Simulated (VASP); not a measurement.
# SrO (I4/mmm) in VASP: notebook

SrO is run at these levels: PBE; tasks: single point.

Program: VASP 6.6.1. These are calculated values, not measurements. Logs are shortened: lines on timing, memory, paths and dates and some standing lists are left out, and cuts for length are marked.

### 1 The cell of the first run

It takes space group I4/mmm (No. 139, tetragonal). Conventional cell: a = 3.453 Å, b = 3.453 Å, c = 5.268 Å, α = 90.00°, β = 90.00°, γ = 90.00°. Sr (site symmetry 4/mmm) has 6 O at 2.44 to 2.63 Å within 3.2 Å. O (site symmetry 4/mmm) has 6 Sr at 2.44 to 2.63 Å within 3.2 Å.

### 2 Single point, PBE (strain -0.050 along x and y, +0.025 along z)

The input, INCAR:

```
ALGO = Normal
EDIFF = 1E-6
ENCUT = 520
GGA = PE
ISIF = 2
ISMEAR = 0
LASPH = True
LCHARG = False
LREAL = False
LWAVE = False
NBANDS = 15
NELM = 60
PREC = Accurate
SIGMA = 0.05
```

The input, KPOINTS:

```
k-points
0
Gamma
  8 8 8
```

The input, POSCAR:

```
SrO
1.0
    0.0000000000      2.4413100000      2.6340450000
    2.4413100000      0.0000000000      2.6340450000
    2.4413100000      2.4413100000      0.0000000000
Sr O
1 1
Direct
    0.0000000000      0.0000000000      0.0000000000
    0.5000000000      0.5000000000      0.5000000000
```

Potentials or basis: VASP PAW PBE potentials, release 64 (Sr_sv, O).

Run with:

```sh
$ cat potpaw_PBE.64/Sr_sv/POTCAR potpaw_PBE.64/O/POTCAR > POTCAR
$ mpirun -np 1 vasp_std > vasp.out
```

OUTCAR:

```text
EDIFF = 1E-6
   ENCUT = 520
   GGA = PE
   ISIF = 2
   ISMEAR = 0
   LASPH = True
   LREAL = False
   NELM = 60
   PREC = Accurate

 ion  position               nearest neighbor table
   1  0.000  0.000  0.000-   2 2.44   2 2.44   2 2.44   2 2.44   2 2.63   2 2.63
   2  0.500  0.500  0.500-   1 2.44   1 2.44   1 2.44   1 2.44   1 2.63   1 2.63

  LATTYP: Found a body centered tetragonal cell.
 ALAT       =     3.4525337120
 C/A-ratio  =     1.5258620015

  Lattice vectors:

 A1 = (  -2.4413100000,   0.0000000000,   2.6340450000)
 A2 = (   2.4413100000,   0.0000000000,   2.6340450000)
 A3 = (   0.0000000000,   2.4413100000,  -2.6340450000)

Analysis of symmetry for initial positions (statically):
=====================================================================
 Subroutine PRICEL returns:
 Original cell was already a primitive cell.

 Routine SETGRP: Setting up the symmetry group for a
 body centered tetragonal supercell.

 Subroutine GETGRP returns: Found 16 space group operations
 (whereof 16 operations were pure point group operations)
 out of a pool of 16 trial point group operations.

The static configuration has the point symmetry D_4h.

Analysis of symmetry for dynamics (positions and initial velocities):
=====================================================================
 Subroutine PRICEL returns:
 Original cell was already a primitive cell.

 Routine SETGRP: Setting up the symmetry group for a
 body centered tetragonal supercell.

 Subroutine GETGRP returns: Found 16 space group operations
 (whereof 16 operations were pure point group operations)
 out of a pool of 16 trial point group operations.

The dynamic configuration has the point symmetry D_4h.

 Subroutine INISYM returns: Found 16 space group operations
 (whereof 16 operations are pure point group operations),
 and found     1 'primitive' translations

----------------------------------------------------------------------------------------

                                     Primitive cell

  volume of cell :      31.3978

  direct lattice vectors                    reciprocal lattice vectors
     0.000000000  2.441310000  2.634045000    -0.204808074  0.204808074  0.189822118
     2.441310000  0.000000000  2.634045000     0.204808074 -0.204808074  0.189822118
     2.441310000  2.441310000  0.000000000     0.204808074  0.204808074 -0.189822118

  length of vectors
     3.591404680  3.591404680  3.452533712     0.346302081  0.346302081  0.346302081

  position of ions in fractional coordinates (direct lattice)
     0.000000000  0.000000000  0.000000000
     0.500000000  0.500000000  0.500000000

  ion indices of the primitive-cell ions
   primitive index   ion index
                 1           1
                 2           2

----------------------------------------------------------------------------------------

 KPOINTS: k-points

Automatic generation of k-mesh.
 Grid dimensions read from file:
 generate k-points for:    8    8    8

 Generating k-lattice:

  Cartesian coordinates                     Fractional coordinates (reciprocal lattice)
    -0.025601009  0.025601009  0.023727765     0.125000000  0.000000000  0.000000000
     0.025601009 -0.025601009  0.023727765     0.000000000  0.125000000  0.000000000
     0.025601009  0.025601009 -0.023727765     0.000000000  0.000000000  0.125000000

  Length of vectors
     0.043287760  0.043287760  0.043287760

  Shift w.r.t. Gamma in fractional coordinates (k-lattice)
     0.000000000  0.000000000  0.000000000

 Subroutine IBZKPT returns following result:
 ===========================================

 Found     59 irreducible k-points:

 Following reciprocal coordinates:
            Coordinates               Weight
  0.000000  0.000000  0.000000      1.000000
  0.125000  0.000000  0.000000      8.000000
  0.250000  0.000000  0.000000      8.000000
  0.375000  0.000000  0.000000      8.000000
  0.500000  0.000000  0.000000      4.000000
  0.125000  0.125000  0.000000      2.000000
[... 16 lines left out ...]
  0.250000  0.000000  0.125000     16.000000
  0.375000  0.000000  0.125000     16.000000
 [... further k-points ...]
   k-points           NKPTS =     59   k-points in BZ     NKDIM =     59   number of bands    NBANDS=     15
   number of dos      NEDOS =    301   number of ions     NIONS =      2
   total plane-waves  NPLWV =  21952
   dimension x,y,z NGX =    28 NGY =   28 NGZ =   28
   dimension x,y,z NGXF=    56 NGYF=   56 NGZF=   56
   ions per type =               1   1
   NGX,Y,Z   is equivalent  to a cutoff of  12.96, 12.96, 13.48 a.u.
   NGXF,Y,Z  is equivalent  to a cutoff of  25.92, 25.92, 26.97 a.u.
 SYSTEM =  unknown system
   PREC   = accura    normal or accurate (medium, high low for compatibility)
   ISTART =      0    job   : 0-new  1-cont  2-samecut
   ICHARG =      2    charge: 1-file 2-atom 10-const
   ISPIN  =      1    spin polarized calculation?
   LNONCOLLINEAR =      F non collinear calculations
   LSORBIT =      F    spin-orbit coupling
   LASPH  =      T    aspherical Exc in radial PAW
   ENCUT  =  520.0 eV  38.22 Ry    6.18 a.u.   6.68  6.68  6.42*2*pi/ulx,y,z
   NELM   =     60;   NELMIN=  2; NELMDL= -5     # of ELM steps
   EDIFF  = 0.1E-05   stopping-criterion for ELM
   LREAL  =      F    real-space projection
   EDIFFG = 0.1E-04   stopping-criterion for IOM
   NSW    =      0    number of steps for IOM
   IBRION =     -1    ionic relax: 0-MD 1-quasi-New 2-CG
   NFREE  =      0    steps in history (QN), initial steepest desc. (CG)
   ISIF   =      2    stress and relaxation
   ISYM   =      2    0-nonsym 1-usesym 2-fastsym
   POTIM  = 0.5000    time-step for ionic-motion
   TEBEG  =    0.0;   TEEND  =   0.0 temperature during run
   PSTRESS=    0.0 pullay stress
   NELECT =      16.0000    total number of electrons
   NUPDOWN=      -1.0000    fix difference up-down
   EMIN   =  10.00;   EMAX   =-10.00  energy-range for DOS
   EFERMI =   0.00;   METHOD = LEGACY
   ISMEAR =     0;   SIGMA  =   0.05  broadening in eV -4-tet -1-fermi 0-gaus
   EFERMI_NEDOS =   21; number of points for ismear=-14 and -15
   IALGO  =     38    algorithm
   IMIX   =      4    mixing-type and parameters
     AMIX     =   0.40;   BMIX     =  1.00
     AMIX_MAG =   1.60;   BMIX_MAG =  1.00
  volume/ion in A,a.u.               =      15.70       105.94
  Fermi-wavevector in a.u.,A,eV,Ry     =   1.307621  2.471045 23.264222  1.709872
  Thomas-Fermi vector in A             =   2.438343
   LORBIT       =      0    0 simple, 1 ext, 2 COOP (PROOUT), +10 PAW based schemes
   GGA     = PE    functional components
   LHFCALC =     F    Hartree Fock is set to
   AEXX    =    0.0000 exact exchange contribution
   IVDW    =     0    specifies the selected vdW correction
   LEPSILON=     F    determine dielectric tensor
   LRPA    =     F    only Hartree local field effects (RPA)
 non-spin polarized calculation
 Gauss-broadening in eV      SIGMA  =   0.05
  energy-cutoff  :      520.00
  volume of cell :       31.40
 maximum number of plane-waves:       870
   NGX = 13   NGY = 13   NGZ = 13

 number of electron      16.0000000 magnetization

 Free energy of the ion-electron system (eV)
  ---------------------------------------------------
  ext. energy  EPLUGINS =         0.00000000
  ---------------------------------------------------
  free energy    TOTEN  =       -11.83817429 eV

  energy without entropy =      -11.83817429  energy(sigma->0) =      -11.83817429

 E-fermi :   2.5232     XC(G=0): -10.3969

 val. band max:        2.2083798426   @ k =   0.5000   0.0000   0.5000
 cond. band min:       5.2029130974   @ k =   0.5000   0.0000   0.5000
 fundamental gap:      2.9945332548
 Fermi energy:         2.5232389456

 k-point     1 :       0.0000    0.0000    0.0000
  band No.  band energies     occupation
      1     -30.0492      2.00000
      2     -13.1411      2.00000
      3     -11.6343      2.00000
      4     -11.5787      2.00000
      5     -11.5787      2.00000
      6       1.8620      2.00000
      7       2.1767      2.00000
      8       2.1767      2.00000
      9       6.4393      0.00000
     10       8.0463      0.00000
     11       8.6877      0.00000
     12       8.6877      0.00000
     13      10.5298      0.00000
     14      11.3440      0.00000
     15      15.2121      0.00000

 k-point     2 :       0.1250    0.0000    0.0000
  band No.  band energies     occupation
      1     -30.0206      2.00000
      2     -13.5307      2.00000
      3     -11.6551      2.00000
      4     -11.5804      2.00000
      5     -11.2565      2.00000
      6       1.5292      2.00000
      7       1.8181      2.00000
      8       1.9225      2.00000
      9       7.1403      0.00000
     10       8.2122      0.00000
     11       8.7311      0.00000
     12       8.9959      0.00000
     13      10.9973      0.00000
     14      11.8350      0.00000
     15      16.2992      0.00000

 k-point     3 :       0.2500    0.0000    0.0000
  band No.  band energies     occupation
      1     -29.9505      2.00000
      2     -14.1849      2.00000
      3     -11.7224      2.00000
      4     -11.5838      2.00000
      5     -10.7461      2.00000
      6       0.7022      2.00000
      7       1.2926      2.00000
      8       1.3792      2.00000
      9       8.2960      0.00000
     10       8.7062      0.00000
     11       9.6058      0.00000
     12       9.8431      0.00000
     13      12.1451      0.00000
     14      13.0296      0.00000
     15      18.4705      0.00000
[... 343 lines left out ...]
 k-point    23 :       0.2500    0.0000    0.1250
  band No.  band energies     occupation
      1     -29.9499      2.00000
      2     -14.0780      2.00000
      3     -11.7641      2.00000
      4     -11.7099      2.00000
      5     -10.7571      2.00000
      6       0.6654      2.00000
      7       1.4778      2.00000
      8       1.7911      2.00000
      9       7.4813      0.00000
     10       8.0682      0.00000
     11       9.8604      0.00000
     12      10.2582      0.00000
     13      11.7128      0.00000
     14      13.3383      0.00000
     15      18.5942      0.00000

 k-point    24 :       0.3750    0.0000    0.1250
  band No.  band energies     occupation
      1     -29.8792      2.00000
      2     -14.5134      2.00000
      3     -11.8322      2.00000
      4     -11.7117      2.00000
      5     -10.5674      2.00000
      6       0.2833      2.00000
      7       1.0274      2.00000
      8       1.2887      2.00000
      9       7.8324      0.00000
     10       9.4196      0.00000
     11      11.0012      0.00000
     12      11.2758      0.00000
     13      13.0867      0.00000
     14      14.2854      0.00000
     15      18.7959      0.00000

 [... further k-points ...]
[... 5 lines left out ...]
  --------------------------------------------------------------------------------------
  -------------------------------------------------------------------------------------
  Total        3.7748110      3.7748110      0.8471464      0.0000000      0.0000000     -0.0000000
  in kB      192.6223795    192.6223795     43.2284840      0.0000000      0.0000000     -0.0000000
  external PRESSURE =     142.8244143 kB  Pullay stress =       0.0000000 kB

 VOLUME and BASIS-vectors are now :
 -----------------------------------------------------------------------------
  energy-cutoff  :      520.00
  volume of cell :       31.40
      direct lattice vectors                 reciprocal lattice vectors
     0.000000000  2.441310000  2.634045000    -0.204808074  0.204808074  0.189822118
     2.441310000  0.000000000  2.634045000     0.204808074 -0.204808074  0.189822118
     2.441310000  2.441310000  0.000000000     0.204808074  0.204808074 -0.189822118

 POSITION                                       TOTAL-FORCE (eV/Angst)
 -----------------------------------------------------------------------------------
      0.00000      0.00000      0.00000         0.000000     -0.000000      0.000000
      2.44131      2.44131      2.63404         0.000000      0.000000      0.000000
 -----------------------------------------------------------------------------------
    total drift:                                0.000000      0.000000      0.000000

  FREE ENERGIE OF THE ION-ELECTRON SYSTEM (eV)
  ---------------------------------------------------
  free  energy   TOTEN  =       -11.8381742932 eV

  energy  without entropy=      -11.8381742932  energy(sigma->0) =      -11.83817429
```

Wall time 28 s (1 thread of Intel Xeon 6975P-C, shared host); peak memory 0.17 GiB.

What came out:

```yaml
Free_energy: -11.8382 eV
Pressure: 14.3 GPa
Band_gap_on_the_k_mesh: 2.99 eV, direct
```

Levels at points of the mesh, in eV from the valence-band top:
```tsv
k point	band 4	band 5	band 6	band 7	band 8	band 9	band 10	band 11	band 12	band 13
(0.00, 0.00, 0.00)	-13.79	-13.79	-0.35	-0.03	-0.03	4.23	5.84	6.48	6.48	8.32
(0.50, 0.00, 0.00)	-13.80	-12.47	-2.48	-1.48	-1.48	6.73	8.91	9.17	9.26	12.04
(0.50, 0.50, 0.00)	-14.16	-14.16	-0.75	-0.06	-0.06	3.25	8.33	10.64	10.74	11.56
(0.50, 0.00, 0.50)	-14.42	-14.25	-0.42	-0.22	0.00	2.99	8.18	10.69	10.98	11.01
```

Caveat: the cell differs from its parent crystal (strain -0.050 along x and y, +0.025 along z).

### 3 Single point, PBE (strain -0.050 along x and y, +0.050 along z)

The input, INCAR:

```
PREC     = Accurate       # precision mode
ENCUT    = 520            # plane-wave cutoff, eV
EDIFF    = 1E-7           # SCF threshold, eV
ISMEAR   = 0              # smearing method
SIGMA    = 0.05           # smearing width, eV
LREAL    = F              # projectors in reciprocal space
LASPH    = T              # aspherical terms in the spheres
NELM     = 100            # most SCF steps
ALGO     = Normal         # electronic algorithm
ISIF     = 2              # what is computed and relaxed
LWAVE    = F              # write WAVECAR
LCHARG   = F              # write CHGCAR
GGA      = PE             # functional
NBANDS   = 15             # bands
```

The input, KPOINTS:

```
Automatic mesh
0
Gamma
  8 8 8
```

The input, POSCAR:

```
SrO
1.0
    0.0000000000      2.4413100000      2.6982900000
    2.4413100000      0.0000000000      2.6982900000
    2.4413100000      2.4413100000      0.0000000000
Sr O
1 1
Direct
    0.0000000000      0.0000000000      0.0000000000
    0.5000000000      0.5000000000      0.5000000000
```

Potentials or basis: VASP PAW PBE potentials, release 64 (Sr_sv, O).

Run with:

```sh
$ cat potpaw_PBE.64/Sr_sv/POTCAR potpaw_PBE.64/O/POTCAR > POTCAR
$ mpirun -np 1 vasp_std > vasp.out
```

It took 32 s on 1 thread of Intel Xeon 6975P-C, shared host; peak memory 0.18 GiB.

It converged, with:

```yaml
Free_energy: -11.8500 eV
Pressure: 12.0 GPa
Band_gap_on_the_k_mesh: 3.00 eV, direct
```

Stress tensor (GPa, compression positive):
```
17.69  0.00  0.00
 0.00 17.69  0.00
 0.00  0.00  0.60
```

Levels at points of the mesh, in eV from the valence-band top:
```tsv
k point	band 5	band 6	band 7	band 8	band 9	band 10	band 11	band 12
(0.00, 0.00, 0.00)	-13.89	-0.39	-0.02	-0.02	3.92	5.67	6.51	6.51
(0.50, 0.00, 0.00)	-12.54	-2.45	-1.47	-1.46	6.59	8.65	9.03	9.15
(0.50, 0.50, 0.00)	-14.20	-0.88	-0.06	-0.06	3.31	8.17	10.38	10.51
(0.50, 0.00, 0.50)	-14.33	-0.49	-0.23	0.00	3.00	7.92	10.58	10.61
```

Caveat: the cell differs from its parent crystal (strain -0.050 along x and y, +0.050 along z). A k mesh can miss the band edges.

### 4 Single point, PBE (strain +0.000 along x and y, -0.050 along z)

The input, INCAR:

```
SYSTEM = SrO
PREC = Accurate
ENCUT = 520
EDIFF = 1E-6
ISMEAR = 0
SIGMA = 0.05
LREAL = .False.
LASPH = .True.
NELM = 80
ALGO = Normal
ISIF = 2
LWAVE = .False.
LCHARG = .True.
GGA = PE
LELF = .True.
LVHAR = .True.
NBANDS = 15
```

The input, KPOINTS:

```
Automatic mesh
0
Gamma
  8 8 8
  0 0 0
```

The input, POSCAR:

```
SrO
1.0
    0.0000000000      2.5698000000      2.4413100000
    2.5698000000      0.0000000000      2.4413100000
    2.5698000000      2.5698000000      0.0000000000
Sr O
1 1
Direct
    0.0000000000      0.0000000000      0.0000000000
    0.5000000000      0.5000000000      0.5000000000
```

Run with:

```sh
$ cat potpaw_PBE.64/Sr_sv/POTCAR potpaw_PBE.64/O/POTCAR > POTCAR
$ mpirun -np 1 vasp_std > vasp.out
```

Run time: 25 s. Hardware: 1 thread of Intel Xeon 6975P-C, shared host; peak memory 0.18 GiB.

The run converged. Its results:

```
Free energy            : -11.9376 eV
Pressure               : 9.9 GPa
Band gap on the k mesh : 2.93 eV, indirect (least direct gap 3.16 eV)
```

Stress tensor (GPa, compression positive):
```
 6.43  0.00  0.00
 0.00  6.43  0.00
 0.00  0.00 17.00
```

Levels at points of the mesh, in eV from the valence-band top:
```csv
k point,band 6,band 7,band 8,band 9,band 10,band 11
"(0.00, 0.00, 0.00)",-0.24,-0.24,0.00,4.13,6.04,6.04
"(0.50, 0.00, 0.00)",-2.44,-1.43,-1.42,6.61,8.70,8.96
"(0.50, 0.50, 0.00)",-0.29,-0.29,-0.24,2.93,8.10,10.35
"(0.50, 0.00, 0.50)",-0.61,-0.31,-0.02,3.14,7.98,10.44
```

Caveat: the cell differs from its parent crystal (strain +0.000 along x and y, -0.050 along z). A k mesh can miss the band edges.

### 5 Summary

| cell | gap on the mesh (eV) | pressure (GPa) |
| --- | --- | --- |
| a = 3.591, b = 3.591, c = 3.453 Å, angles 61.3, 61.3, 57.5°, 2 atoms | 2.99 | 14.3 |
| a = 3.639, b = 3.639, c = 3.453 Å, angles 61.7, 61.7, 56.6°, 2 atoms | 3.00 | 12.0 |
| a = 3.545, b = 3.545, c = 3.634 Å, angles 59.2, 59.2, 61.7°, 2 atoms | 2.93 | 9.9 |

Alike in all rows: task single point; level PBE; potentials or basis VASP PAW PBE potentials, release 64 (Sr_sv, O); no spin polarisation; k mesh 8 × 8 × 8; cutoff (eV) 520; smearing gaussian 0.05 eV.

Absolute energies hang on the potentials; compare differences alone.
